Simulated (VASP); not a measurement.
# LiSc12 (a cell with a defect) in VASP: further runs

LiSc12 (a cell with a defect) is run at these levels: PBE+D3(BJ); tasks: single point.

Program: VASP 6.6.1. These are calculated values, not measurements. Logs are shortened: lines on timing, memory, paths and dates and some standing lists are left out, and cuts for length are marked.

## 1. The cell of the first run

The cell holds a defect, 13 atoms: a = 6.620 Å, b = 9.930 Å, c = 5.276 Å, α = 90.00°, β = 90.00°, γ = 120.00°.

## 2. Single point, PBE+D3(BJ)

File INCAR:

```
SYSTEM = LiSc12
PREC = Accurate
ENCUT = 520
EDIFF = 1E-6
ISMEAR = 0
SIGMA = 0.1
LREAL = .FALSE.
LASPH = .TRUE.
NELM = 60
ALGO = Normal
ISIF = 2
LWAVE = .FALSE.
LCHARG = .FALSE.
GGA = PE
IVDW = 12
NBANDS = 80
```

File KPOINTS:

```
regular mesh
0
G
  3 2 3
  0 0 0
```

File POSCAR:

```
LiSc12
1.0
    6.6200000000      0.0000000000      0.0000000000
   -4.9650000000      8.5996320000      0.0000000000
    0.0000000000      0.0000000000      5.2761400000
Sc Li
12 1
Direct
   -0.0062009702     -0.0141749089      0.0280815141
    0.1552169623      0.2152904915      0.5207511552
    0.0123243956      0.3460005033      0.0190652636
    0.1695856972      0.5555926114      0.5144279720
   -0.0606688552      0.6345021508      0.0005975960
    0.1697486203      0.8928865793      0.5276980899
    0.5517618219      0.0540177766      0.0112318854
    0.6767702279      0.2336434861      0.5139806753
    0.4877490644      0.3272505149      0.0121219300
    0.6581568875      0.5491151249      0.5024286694
    0.5118739096      0.6380163709      0.0016523443
    0.6710040332      0.8883499899      0.5252381476
    0.3374830232      0.7890698114      0.0671890814
```

Potentials or basis: VASP PAW PBE potentials, release 64 (Sc_sv, Li_sv).

On the command line:

```console
> cat potpaw_PBE.64/Sc_sv/POTCAR potpaw_PBE.64/Li_sv/POTCAR > POTCAR
> mpirun -np 1 vasp_std > vasp.out
```

OUTCAR:

```text
SYSTEM = LiSc12
   PREC = Accurate
   ENCUT = 520
   EDIFF = 1E-6
   ISMEAR = 0
   LREAL = .FALSE.
   LASPH = .TRUE.
   NELM = 60
   ISIF = 2
   GGA = PE
   IVDW = 12
 IVDW          = 12

 ion  position               nearest neighbor table
   1  0.994  0.986  0.028-   6 3.20   6 3.20  12 3.21  12 3.24   2 3.26   7 3.32   5 3.33   2 3.33
                            11 3.33   9 3.33   7 3.41
   2  0.155  0.215  0.521-   9 3.22  12 3.23   6 3.25   8 3.26   1 3.26   3 3.27   3 3.29   9 3.29
                            10 3.32   1 3.33   4 3.33   8 3.37
   3  0.012  0.346  0.019-   7 2.98  11 3.12   5 3.14   4 3.17   4 3.22   8 3.24   9 3.24   2 3.27
                             8 3.29   2 3.29   9 3.38
   4  0.170  0.556  0.514-   3 3.17   3 3.22   8 3.23  11 3.25  10 3.27   5 3.27  12 3.31   2 3.33
                             6 3.35  10 3.35  11 3.36   5 3.39
   5  0.939  0.635  0.001-  13 2.32  11 2.85   9 3.02  10 3.08  10 3.10   3 3.14   4 3.27   1 3.33
                             6 3.35   4 3.39
   6  0.170  0.893  0.528-   1 3.20   1 3.20   2 3.25  12 3.28  12 3.34   4 3.35   5 3.35   8 3.37
                             7 3.38  10 3.40
   7  0.552  0.054  0.011-  13 2.30   9 2.95   3 2.98   8 3.05   8 3.07   1 3.32  12 3.35   6 3.38
                             1 3.41
   8  0.677  0.234  0.514-   7 3.05   7 3.07  10 3.20   4 3.23   9 3.24   3 3.24   9 3.26   2 3.26
                             3 3.29   2 3.37   6 3.37  12 3.41
   9  0.488  0.327  0.012-   7 2.95  11 3.01   5 3.02  10 3.21   2 3.22   8 3.24   3 3.24   8 3.26
                             2 3.29  10 3.30   1 3.33   3 3.38
  10  0.658  0.549  0.502-  11 3.08   5 3.08  11 3.09   5 3.10   8 3.20   9 3.21   4 3.27   9 3.30
                             2 3.32  12 3.33   4 3.35   6 3.40
  11  0.512  0.638  0.002-  13 2.33   5 2.85   9 3.01  10 3.08  10 3.09   3 3.12   4 3.25  12 3.31
                             1 3.33   4 3.36
  12  0.671  0.888  0.525-   1 3.21   2 3.23   1 3.24   6 3.28   4 3.31  11 3.31  10 3.33   6 3.34
                             7 3.35   8 3.41
  13  0.337  0.789  0.067-   7 2.30   5 2.32  11 2.33

  LATTYP: Found a simple monoclinic cell.
 ALAT       =     6.6200000000
 B/A-ratio  =     0.7970000000
 C/A-ratio  =     1.3228756170
 COS(beta)  =    -0.1889822420

  Lattice vectors:

 A1 = (   6.6200000000,   0.0000000000,   0.0000000000)
 A2 = (   0.0000000000,   0.0000000000,   5.2761400000)
 A3 = (  -1.6550000000,  -8.5996320000,   0.0000000000)

Analysis of symmetry for initial positions (statically):
=====================================================================
 Subroutine PRICEL returns:
 Original cell was already a primitive cell.

 Routine SETGRP: Setting up the symmetry group for a
 simple monoclinic supercell.

[... 162 lines left out ...]
   IMIX   =      4    mixing-type and parameters
     AMIX     =   0.40;   BMIX     =  1.00
     AMIX_MAG =   1.60;   BMIX_MAG =  1.00
  volume/ion in A,a.u.               =      23.11       155.92
  Fermi-wavevector in a.u.,A,eV,Ry     =   1.254011  2.369737 21.395756  1.572544
  Thomas-Fermi vector in A             =   2.387836
   LORBIT       =      0    0 simple, 1 ext, 2 COOP (PROOUT), +10 PAW based schemes
   GGA     = PE    functional components
   LHFCALC =     F    Hartree Fock is set to
   AEXX    =    0.0000 exact exchange contribution
   IVDW    =    12    specifies the selected vdW correction
   LEPSILON=     F    determine dielectric tensor
   LRPA    =     F    only Hartree local field effects (RPA)
 non-spin polarized calculation
 Gauss-broadening in eV      SIGMA  =   0.10
  energy-cutoff  :      520.00
  volume of cell :      300.37
 maximum number of plane-waves:      8103
 NGX is ok and might be reduce to    50
   NGX = 25   NGY = 37   NGZ = 19

 number of electron     135.0000007 magnetization

 Free energy of the ion-electron system (eV)
  ---------------------------------------------------
  ext. energy  EPLUGINS =         0.00000000
  ---------------------------------------------------
  free energy    TOTEN  =       -75.08739746 eV

  energy without entropy =      -74.95772247  energy(sigma->0) =      -75.02255996

 E-fermi :   3.7089     XC(G=0):  -9.9107

 val. band max:        3.7046653465   @ k =   0.3333   0.5000   0.0000
 cond. band min:       3.7103016428   @ k =  -0.3333   0.5000   0.3333
 fundamental gap:      0.0056362963
 Fermi energy:         3.7089212887

 k-point     1 :       0.0000    0.0000    0.0000
  band No.  band energies     occupation
      1     -45.7689      2.00000
      2     -45.7313      2.00000
      3     -45.7098      2.00000
      4     -45.7057      2.00000
      5     -45.6827      2.00000
      6     -45.5752      2.00000
[... 809 lines left out ...]
     78       4.7945      0.00000
     79       4.8126      0.00000
 [bands above 79 left out]

------------------------ aborting loop because EDIFF is reached ----------------------------------------

 Edisp (eV)   -5.05607

 E8    (eV) :    -2.4374

  FORCE on cell =-STRESS in cart. coord.  units (eV):
  Direction    XX          YY          ZZ          XY          YZ          ZX
  --------------------------------------------------------------------------------------
  -------------------------------------------------------------------------------------
  Total       1.29280     2.40037    -6.54177    -0.01471     0.18280     0.01619
  in kB       6.89584    12.80368   -34.89407    -0.07844     0.97509     0.08637
  external pressure =       -5.06 kB  Pullay stress =        0.00 kB

 VOLUME and BASIS-vectors are now :
 -----------------------------------------------------------------------------
  energy-cutoff  :      520.00
  volume of cell :      300.37
      direct lattice vectors                 reciprocal lattice vectors
     6.620000000  0.000000000  0.000000000     0.151057402  0.087213034  0.000000000
    -4.965000000  8.599632000  0.000000000     0.000000000  0.116284046  0.000000000
     0.000000000  0.000000000  5.276140000     0.000000000  0.000000000  0.189532499

 POSITION                                       TOTAL-FORCE (eV/Angst)
 -----------------------------------------------------------------------------------
      1.68433      8.47773      0.14816        -0.002750     -0.000332     -0.001499
     -0.04138      1.85142      2.74756         0.000782      0.002386     -0.001105
     -1.63631      2.97548      0.10059         0.000369     -0.012966      0.001609
     -1.63586      4.77789      2.71419        -0.001790      0.003388      0.000456
      3.06807      5.45649      0.00315         0.004021      0.005715      0.000237
     -3.30945      7.67850      2.78421        -0.000862     -0.003923      0.001211
      3.38447      0.46453      0.05926         0.005339      0.006785     -0.001143
      3.32018      2.00925      2.71183         0.003595      0.000053      0.001013
      1.60410      2.81423      0.06396        -0.006971      0.000813     -0.001306
      1.63064      4.72219      2.65088        -0.000046     -0.001037      0.001719
      0.22085      5.48671      0.00872        -0.003424      0.001091     -0.002815
      0.03139      7.63948      2.77123        -0.000118     -0.002783      0.001397
     -1.68359      6.78571      0.35450         0.001856      0.000811      0.000227
 -----------------------------------------------------------------------------------
    total drift:                                0.000185      0.000118      0.000057

  FREE ENERGIE OF THE ION-ELECTRON SYSTEM (eV)
  ---------------------------------------------------
  free  energy   TOTEN  =       -80.1434667546 eV

  energy  without entropy=      -80.0137917647  energy(sigma->0) =      -80.07862926
```

stdout:

```text
POSCAR found type information on POSCAR ScLi
 POSCAR found :  2 types and      13 ions
 scaLAPACK will be used
 LDA part: xc-table for (Slater+PW92), standard interpolation
 -----------------------------------------------------------------------------
|                                                                             |
|           W    W    AA    RRRRR   N    N  II  N    N   GGGG   !!!           |
|           W    W   A  A   R    R  NN   N  II  NN   N  G    G  !!!           |
|           W    W  A    A  R    R  N N  N  II  N N  N  G       !!!           |
|           W WW W  AAAAAA  RRRRR   N  N N  II  N  N N  G  GGG   !            |
|           WW  WW  A    A  R   R   N   NN  II  N   NN  G    G                |
|           W    W  A    A  R    R  N    N  II  N    N   GGGG   !!!           |
|                                                                             |
|     Your reciprocal lattice and k-lattice belong to different lattice       |
|     classes:                                                                |
|                                                                             |
|        The reciprocal lattice is simple monoclinic,                         |
|        whereas your k-lattice is hexagonal.                                 |
|                                                                             |
|     Results are often still useful ...                                      |
|                                                                             |
 -----------------------------------------------------------------------------

 POSCAR, INCAR and KPOINTS ok, starting setup
 FFT: planning ... GRIDC
 FFT: planning ... GRID_SOFT
 FFT: planning ... GRID
 WAVECAR not read
 entering main loop
```

Run time: 8.3 min. Hardware: 1 thread of Intel Xeon Platinum 8375C at 2.90GHz (Ice Lake), shared host; peak memory 0.48 GiB.

Results:

```yaml
Free_energy: -80.1435 eV
Largest_force: 0.013 eV/Å
Band_gap_on_the_k_mesh: zero (an odd number of electrons rules out a gap without spin polarisation)
Dispersion_energy_per_atom: -0.389 eV
```

Forces in eV/Å, atoms in the order of the input:
```
Sc  -0.003  0.000 -0.001
Sc   0.001  0.002 -0.001
Sc   0.000 -0.013  0.002
Sc  -0.002  0.003  0.000
Sc   0.004  0.006  0.000
Sc  -0.001 -0.004  0.001
Sc   0.005  0.007 -0.001
Sc   0.004  0.000  0.001
Sc  -0.007  0.001 -0.001
Sc   0.000 -0.001  0.002
Sc  -0.003  0.001 -0.003
Sc   0.000 -0.003  0.001
Li   0.002  0.001  0.000
```

Levels at points of the mesh, in eV from the Fermi level:
```csv
k point,band 64,band 65,band 66,band 67,band 68,band 69,band 70,band 71
"(0.00, 0.00, 0.00)",-0.52,-0.43,-0.41,-0.24,-0.20,-0.18,0.05,0.32
"(0.00, 0.50, 0.00)",-0.57,-0.45,-0.28,-0.25,-0.17,-0.15,-0.06,0.02
```

Caveat: the k points lie up to 0.40 Å⁻¹ apart, too coarse for converged energies and pressures of a metal; the cutoff is under 1.25 times the usual one of these potentials, so pressure, stress and relaxed cells hold a basis-set (Pulay) error.

## 3. Single point, PBE+D3(BJ)

File INCAR:

```
PREC = Accurate ; ENCUT = 520
EDIFF = 1E-6 ; ISMEAR = 0
SIGMA = 0.1 ; LREAL = False
LASPH = True ; NELM = 80
ALGO = Normal ; ISIF = 2
LWAVE = False ; LCHARG = False
GGA = PE ; IVDW = 12
NBANDS = 80
```

File KPOINTS:

```
regular mesh
0
Gamma
  3 2 3
```

File POSCAR:

```
LiSc12
1.0
    6.6200000000      0.0000000000      0.0000000000
   -4.9650000000      8.5996320000      0.0000000000
    0.0000000000      0.0000000000      5.2761400000
Sc Li
12 1
Direct
   -0.0057998493     -0.0141442099      0.0071599692
    0.1545963981      0.2148979166      0.5108876944
    0.0126122252      0.3465055249      0.0119039677
    0.1701364256      0.5566747507      0.5147533993
   -0.0615883490      0.6342374883      0.0228363918
    0.1695936298      0.8922378306      0.5072814596
    0.5532947862      0.0549058378      0.0175410433
    0.6771977442      0.2342413024      0.5153906075
    0.4869910561      0.3271941171      0.0160858127
    0.6567634143      0.5482607860      0.5216804330
    0.5122990499      0.6381959135      0.0224518303
    0.6703839520      0.8877284516      0.5089681093
    0.3375867393      0.7895893685     -0.0160509388
```

Potentials or basis: VASP PAW PBE potentials, release 64 (Sc_sv, Li_sv).

On the command line:

```console
> cat potpaw_PBE.64/Sc_sv/POTCAR potpaw_PBE.64/Li_sv/POTCAR > POTCAR
> mpirun -np 1 vasp_std > vasp.out
```

Run time: 8 min. Hardware: 1 thread of Intel Xeon Platinum 8375C at 2.90GHz (Ice Lake), shared host; peak memory 0.48 GiB.

The run converged. Its results:

* Free energy: -80.1429 eV
* Largest force: 0.009 eV/Å
* Band gap on the k mesh: zero (an odd number of electrons rules out a gap without spin polarisation)
* Dispersion energy per atom: -0.389 eV

Forces on the atoms (eV/Å):
```
Sc  -0.002 -0.002 -0.003
Sc   0.001  0.004  0.003
Sc   0.003 -0.003  0.002
Sc  -0.002  0.000  0.001
Sc   0.001  0.005  0.001
Sc   0.001  0.001 -0.001
Sc  -0.008 -0.003 -0.003
Sc   0.002 -0.003  0.001
Sc   0.002 -0.002  0.003
Sc   0.004  0.002  0.002
Sc  -0.003 -0.001  0.001
Sc  -0.002  0.000 -0.001
Li   0.004  0.004 -0.005
```

Levels at points of the mesh, in eV from the Fermi level:
| k point | band 64 | band 65 | band 66 | band 67 | band 68 | band 69 | band 70 | band 71 |
| --- | --- | --- | --- | --- | --- | --- | --- | --- |
| (0.00, 0.00, 0.00) | -0.53 | -0.44 | -0.41 | -0.24 | -0.20 | -0.18 | 0.05 | 0.32 |
| (0.00, 0.50, 0.00) | -0.58 | -0.46 | -0.28 | -0.25 | -0.16 | -0.14 | -0.07 | 0.03 |

Caveat: the k points lie up to 0.40 Å⁻¹ apart, too coarse for converged energies and pressures of a metal; the cutoff is under 1.25 times the usual one of these potentials, so pressure, stress and relaxed cells hold a basis-set (Pulay) error.

## 4. Single point, PBE+D3(BJ)

File INCAR:

```
  PREC = Accurate
  ENCUT = 520
  EDIFF = 1E-6
  ISMEAR = 0
  SIGMA = 0.1
  LREAL = False
  LASPH = True
  NELM = 60
  ALGO = Normal
  ISIF = 2
  LWAVE = False
  LCHARG = True
  GGA = PE
  IVDW = 12
  LELF = True
  LVHAR = True
  NBANDS = 80
```

File KPOINTS:

```
Automatic mesh
0
Gamma
  3 2 3
```

File POSCAR:

```
LiSc12
1.0
    6.6200000000      0.0000000000      0.0000000000
   -4.9650000000      8.5996320000      0.0000000000
    0.0000000000      0.0000000000      5.2761400000
Sc Li
12 1
Direct
   -0.0052990832     -0.0136013960     -0.0138432642
    0.1563737469      0.2168793967      0.5029275190
    0.0108420829      0.3437636634      0.0060328194
    0.1655991416      0.5498979491      0.5142316163
   -0.0577798876      0.6351522949      0.0440649793
    0.1699040661      0.8962819572      0.4858730056
    0.5501314732      0.0511638172      0.0224992134
    0.6740202153      0.2314537413      0.5181395869
    0.4892666534      0.3279772902      0.0206175348
    0.6622781161      0.5531651820      0.5415540528
    0.5090624956      0.6394444553      0.0404295565
    0.6752481516      0.8915604761      0.4921268200
    0.3336822174      0.7883507108     -0.0973380160
```

On the command line:

```console
> cat potpaw_PBE.64/Sc_sv/POTCAR potpaw_PBE.64/Li_sv/POTCAR > POTCAR
> mpirun -np 1 vasp_std > vasp.out
```

It took 14 min on 1 thread of Intel Xeon 8259CL, shared host; peak memory 0.48 GiB.

It converged, with:

| Quantity | Value |
| --- | --- |
| Free energy | -80.1326 eV |
| Largest force | 0.057 eV/Å |
| Band gap on the k mesh | zero (an odd number of electrons rules out a gap without spin polarisation) |
| Dispersion energy per atom | -0.389 eV |

Forces on the atoms (eV/Å):
```
Sc  -0.001 -0.007  0.008
Sc   0.001  0.002 -0.002
Sc   0.003  0.001  0.002
Sc  -0.008  0.013 -0.003
Sc   0.002  0.002 -0.014
Sc   0.006 -0.007  0.008
Sc  -0.005  0.007 -0.016
Sc   0.002  0.003 -0.013
Sc  -0.003 -0.002 -0.003
Sc   0.002 -0.004 -0.016
Sc   0.000 -0.001 -0.012
Sc  -0.005 -0.006  0.004
Li   0.006 -0.001  0.056
```

Levels at points of the mesh, in eV from the Fermi level:
```tsv
k point	band 65	band 66	band 67	band 68	band 69	band 70
(0.00, 0.00, 0.00)	-0.42	-0.39	-0.24	-0.21	-0.20	0.07
(0.00, 0.50, 0.00)	-0.38	-0.27	-0.25	-0.20	-0.17	-0.01
```

Caveat: the k points lie up to 0.40 Å⁻¹ apart, too coarse for converged energies and pressures of a metal; the cutoff is under 1.25 times the usual one of these potentials, so pressure, stress and relaxed cells hold a basis-set (Pulay) error.

## 5. Single point, PBE+D3(BJ)

File INCAR:

```
PREC = Accurate ; ENCUT = 520
EDIFF = 1E-7 ; ISMEAR = 0
SIGMA = 0.1 ; LREAL = False
LASPH = True ; NELM = 60
ALGO = Normal ; ISIF = 2
LWAVE = False ; LCHARG = True
GGA = PE ; IVDW = 12
LELF = True ; LVHAR = True
NBANDS = 80
```

File KPOINTS:

```
regular mesh
0
Gamma
  3 2 3
```

File POSCAR:

```
LiSc12
1.0
    6.6200000000      0.0000000000      0.0000000000
   -4.9650000000      8.5996320000      0.0000000000
    0.0000000000      0.0000000000      5.2761400000
Sc Li
12 1
Direct
   -0.0052484129     -0.0119433018     -0.0279431554
    0.1603558733      0.2197540546      0.5012408693
    0.0068432014      0.3387754267      0.0050635502
    0.1555660514      0.5350373132      0.5130182292
   -0.0467460096      0.6404399630      0.0582367033
    0.1681233222      0.9056973601      0.4713216480
    0.5399088949      0.0425564722      0.0215462440
    0.6698960551      0.2266017895      0.5208646852
    0.4944356046      0.3300593560      0.0242758911
    0.6704795611      0.5601137351      0.5556274094
    0.5048419696      0.6421566644      0.0498565239
    0.6861879512      0.8985464727      0.4785174389
    0.3279474064      0.7846585761     -0.1778847794
```

On the command line:

```console
> cat potpaw_PBE.64/Sc_sv/POTCAR potpaw_PBE.64/Li_sv/POTCAR > POTCAR
> mpirun -np 1 vasp_std > vasp.out
```

Wall time 13 min (1 thread of Intel Xeon 8259CL, shared host); peak memory 0.46 GiB.

It converged, with:

| Item | Value |
| --- | --- |
| Free energy | -80.0928 eV |
| Largest force | 0.056 eV/Å |
| Band gap on the k mesh | zero (an odd number of electrons rules out a gap without spin polarisation) |
| Dispersion energy per atom | -0.389 eV |

Forces on the atoms (eV/Å):
```
Sc  -0.001 -0.008  0.010
Sc   0.003  0.005 -0.012
Sc   0.002 -0.003  0.006
Sc  -0.008  0.016 -0.010
Sc   0.011 -0.005 -0.006
Sc   0.000 -0.007  0.000
Sc  -0.006  0.027  0.000
Sc   0.001 -0.002 -0.018
Sc  -0.004  0.002  0.002
Sc   0.003 -0.003 -0.013
Sc  -0.010 -0.002 -0.005
Sc   0.004 -0.006 -0.006
Li   0.005 -0.016  0.054
```

Levels at points of the mesh, in eV from the Fermi level:
| k point | band 64 | band 65 | band 66 | band 67 | band 68 | band 69 | band 70 | band 71 |
| --- | --- | --- | --- | --- | --- | --- | --- | --- |
| (0.00, 0.00, 0.00) | -0.48 | -0.42 | -0.27 | -0.24 | -0.23 | -0.21 | 0.12 | 0.24 |
| (0.00, 0.50, 0.00) | -0.54 | -0.31 | -0.25 | -0.25 | -0.23 | -0.17 | 0.00 | 0.14 |

Caveat: the k points lie up to 0.40 Å⁻¹ apart, too coarse for converged energies and pressures of a metal; the cutoff is under 1.25 times the usual one of these potentials, so pressure, stress and relaxed cells hold a basis-set (Pulay) error.

## 6. Summary

```tsv
cell	gap on the mesh (eV)	largest force (eV/Å)
as given, atomic positions A	none	0.01
as given, atomic positions B	none	0.01
as given, atomic positions C	none	0.06
as given, atomic positions D	none	0.06
```

Alike in all rows: task single point; level PBE+D3(BJ); potentials or basis VASP PAW PBE potentials, release 64 (Sc_sv, Li_sv); no spin polarisation; k mesh 3 × 2 × 3; cutoff (eV) 520; smearing gaussian 0.1 eV.

Caveats: all runs use coarse meshes; the cutoff is under 1.25 times the usual one of these potentials, so pressure, stress and relaxed cells hold a basis-set (Pulay) error.

Absolute energies hang on the potentials; compare differences alone.
